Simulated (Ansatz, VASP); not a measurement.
**C, level by level in two programs**

```
C
1.0
     0.00000    1.77140    1.77140
     1.77140    0.00000    1.77140
     1.77140    1.77140    0.00000
C
2
Direct
  0.75000 0.75000 0.75000
  0.50000 0.50000 0.50000
```

Single points on this cell with VASP 6.6.1 and Ansatz 0.2.0. Each row is one pair of runs. Alike in all rows: spin: off.

| level | k mesh | smearing | VASP's potentials, cutoff | Ansatz's potentials, cutoff | gap on the k mesh at the Fermi level (eV), VASP | gap on the k mesh at the Fermi level (eV), Ansatz | least direct gap on the mesh (eV), VASP | least direct gap on the mesh (eV), Ansatz | pressure (GPa), VASP | pressure (GPa), Ansatz |
| --- | --- | --- | --- | --- | --- | --- | --- | --- | --- | --- |
| r2SCAN50 | 7 × 7 × 7 | fermi-dirac, width 0.05 eV | VASP PAW PBE potentials, release 64 (C), 520 eV | Ansatz PAW, 500 eV | 8.18 | 8.16 | 9.95 | 9.94 | -7.8 | -8.7 |
| PBE0 | 7 × 7 × 7 | fermi-dirac, width 0.05 eV | VASP PAW PBE potentials, release 64 (C), 520 eV | Ansatz PAW, 420 eV | 6.22 | 6.21 | 7.79 | 7.77 | 1.8 | 1.0 |
| LDA | 13 × 13 × 13 | gaussian, width 0.05 eV | VASP PAW LDA potentials, release 64 (C_h), 1300 eV | Ansatz PAW, 420 eV | 4.16 | ? | 5.60 | ? | -3.4 | ? |
| r2SCAN+D3(BJ) | 13 × 13 × 13 | fermi-dirac, width 0.05 eV | VASP PAW PBE potentials, release 64 (C_h), 1430 eV | Ansatz PAW, 500 eV | 4.41 | 4.41 | 5.94 | 5.94 | 3.5 | 4.2 |

Task: Fill in what Ansatz gave in row 3.

Result: gap on the k mesh at the Fermi level (eV): 4.16; least direct gap on the mesh (eV): 5.60; pressure (GPa): -4.3.

The k mesh is coarse in some rows, so the values compare programs but aren't converged. Noted on Ansatz's runs: odd divisions of the mesh miss points on the zone boundary, where band edges often lie, so the gap on the mesh can be too wide; Pulay correction over one GPa.
